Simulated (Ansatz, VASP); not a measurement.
**One calculation of SiPb2, two programs**

Contents of INCAR:

```
SYSTEM = SiPb2
PREC = Accurate
ENCUT = 600
EDIFF = 1E-6
ISMEAR = 0
SIGMA = 0.1
LREAL = .FALSE.
LASPH = .TRUE.
NELM = 100
ALGO = Normal
ISIF = 3
LWAVE = .FALSE.
LCHARG = .FALSE.
GGA = PE
IBRION = 2
NSW = 100
EDIFFG = -0.005
```

File KPOINTS:

```
Automatic mesh
0
G
  10 10 10
  0 0 0
```

Contents of POSCAR:

```
SiPb2
1.0
    0.0000000000      3.5537679940      3.5537679940
    3.5537679940      0.0000000000      3.5537679940
    3.5537679940      3.5537679940      0.0000000000
Si Pb
1 2
Direct
    0.0000000000      0.0000000000      0.0000000000
    0.7500000000      0.7500000000      0.7500000000
    0.2500000000      0.2500000000      0.2500000000
```

Input for Ansatz:

```yaml
crystal:
  lattice:
    - [0.0, 3.553767994, 3.553767994]
    - [3.553767994, 0.0, 3.553767994]
    - [3.553767994, 3.553767994, 0.0]
  atoms:
    - { symbol: Si, position: [0.0, 0.0, 0.0] }
    - { symbol: Pb, position: [0.75, 0.75, 0.75] }
    - { symbol: Pb, position: [0.25, 0.25, 0.25] }
basis:
  ecutwfc: 420
kpoints:
  mp_grid: { grid: [10, 10, 10] }
hamiltonian:
  xc: pbe
scf:
  occupations: { method: gaussian, width: 0.1 }
output:
  forces: true
  stress: true
  eigenvalues: true
relax:
  adjacent_minimum: "off"
  f_tol: 0.005
  max_steps: 80
  cell: { stress_tol: 0.05 }
```

Alike in both runs: task relaxation of cell and atoms; functional PBE; k mesh 10 × 10 × 10; occupations gaussian, width 0.1 eV; no spin polarisation.

```csv
,VASP,Ansatz
version,VASP 6.6.1,Ansatz 0.2.0
potentials or method,"VASP PAW PBE potentials, release 64 (Si, Pb_d), cutoff 600 eV","scalar-relativistic, plane waves, PAW"
valence electrons in the cell,32,32
```

|  | VASP | Ansatz | Ansatz less VASP |
| --- | --- | --- | --- |
| gap on the k mesh at the Fermi level, each at its own relaxed structure (eV) | none | none | - |
| relaxed volume (Å³/atom) | 30.09 | 30.11 | +0.020 |
| relaxed cell length with the largest relative difference (Å) | 5.035 | 5.037 | +0.0011 |

A gap of «none» marks a metal or a gap that the smearing closes.

Neither program's run includes spin-orbit coupling.
